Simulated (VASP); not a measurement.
# WS2 (Tungstenite): single point with r2SCAN

The system is WS2 (Tungstenite).

```xyz
6
Lattice="3.1538 0.0000 0.0000 -1.5769 2.7313 0.0000 0.0000 0.0000 12.1433" Properties=species:S:1:pos:R:3 pbc="T T T"
W     0.0000    1.8208    3.0358
W     1.5769    0.9104    9.1075
S     0.0000    1.8208    7.5326
S     1.5769    0.9104    1.4609
S     0.0000    1.8208   10.6824
S     1.5769    0.9104    4.6107
```

```
Program             : VASP 6.6.1
Task                : single point
Functional          : r2SCAN
Potentials or basis : VASP PAW PBE potentials, release 64 (W_sv, S)
Cutoff              : 520 eV
k mesh              : 12 × 12 × 4
Occupations         : gaussian, width 0.02 eV
Spin                : no spin polarisation
```

```json
{"Pressure": "2.4 GPa", "Largest force": "0.265 eV/Å", "Band gap on the k mesh": "1.01 eV, indirect (least direct gap 1.96 eV)"}
```

Forces in eV/Å, atoms in the order of the input:
```
W    0.000  0.000  0.000
W    0.000  0.000  0.000
S    0.000  0.000  0.265
S    0.000  0.000  0.265
S    0.000  0.000 -0.265
S    0.000  0.000 -0.265
```

Stress tensor (GPa, compression positive):
```
2.95 0.00 0.00
0.00 2.95 0.00
0.00 0.00 1.31
```

Levels at points of the mesh, in eV from the valence-band top:
| k point | band 22 | band 23 | band 24 | band 25 | band 26 | band 27 | band 28 | band 29 | band 30 | band 31 |
| --- | --- | --- | --- | --- | --- | --- | --- | --- | --- | --- |
| (0.00, 0.00, 0.00) | -2.35 | -2.35 | -1.55 | -1.32 | 0.00 | 2.40 | 2.40 | 2.41 | 2.41 | 2.43 |
| (0.50, 0.00, 0.00) | -2.98 | -2.19 | -1.93 | -1.87 | -1.65 | 2.41 | 2.46 | 2.67 | 3.00 | 3.37 |
| (0.00, 0.00, 0.50) | -2.39 | -2.39 | -2.39 | -0.33 | -0.33 | 2.39 | 2.39 | 2.39 | 2.39 | 2.54 |
| (0.50, 0.00, 0.50) | -3.14 | -2.06 | -2.06 | -1.74 | -1.74 | 2.43 | 2.43 | 2.86 | 2.86 | 3.70 |

It took 26 min on 1 thread of Oxide Virtual Turin-like Processor, on a shared host, peak memory 0.3 GiB.

Caveat: the PAW data sets were made with another functional, which shifts forces and pressure a little; spin-orbit coupling is left out, which moves the levels of the heavy elements. r2SCAN opens gaps a little over a GGA but as a rule still falls short of measured ones.
